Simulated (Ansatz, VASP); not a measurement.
## One calculation of GaCuC4N4, two programs

```
Ga Cu C N
1.0
     5.75140    0.00000    0.00000
     0.00000    5.75140    0.00000
     0.00000    0.00000    5.75140
Ga Cu C N
1 1 4 4
Cartesian
  2.8757 2.8757 2.8757
  0.0000 0.0000 0.0000
  1.1107 1.1107 1.1107
  1.1107 4.6407 4.6407
  4.6407 1.1107 4.6407
  4.6407 4.6407 1.1107
  1.7880 1.7880 1.7880
  1.7880 3.9634 3.9634
  3.9634 1.7880 3.9634
  3.9634 3.9634 1.7880
```

Alike in both runs: functional PBE; k mesh 4 × 4 × 4; occupations gaussian, width 0.02 eV; no spin polarisation.

Ansatz relaxed the structure, and its values are those at the end. VASP's run is a single point on that final structure, the one shown.

|  | VASP | Ansatz |
| --- | --- | --- |
| version | VASP 6.6.1 | Ansatz 0.2.0 |
| potentials or method | VASP PAW PBE potentials, release 64 (Ga_d, Cu, C, N), cutoff 520 eV | scalar-relativistic, plane waves, PAW |
| valence electrons in the cell | 60 | 68 |

Ansatz gave:

| Property | Result |
| --- | --- |
| gap on the k mesh at the Fermi level (eV) | 4.02 |
| least direct gap on the mesh (eV) | 4.11 |
| pressure (GPa) | 0.0 |
| rms of the force components (eV/Å) | 0.000 |

Which values does VASP return?

gap on the k mesh at the Fermi level (eV): 4.03; least direct gap on the mesh (eV): 4.12; pressure (GPa): 0.4; rms of the force components (eV/Å): 0.174.

One of these differences is far larger than is usual between the two programs; its cause wasn't traced. VASP's potentials hold 60 valence electrons a cell and Ansatz's 68, so a difference there can come from the potentials and not from the codes.

Noted on VASP's run: the standard files for N, O and F lose accuracy on very short bonds.
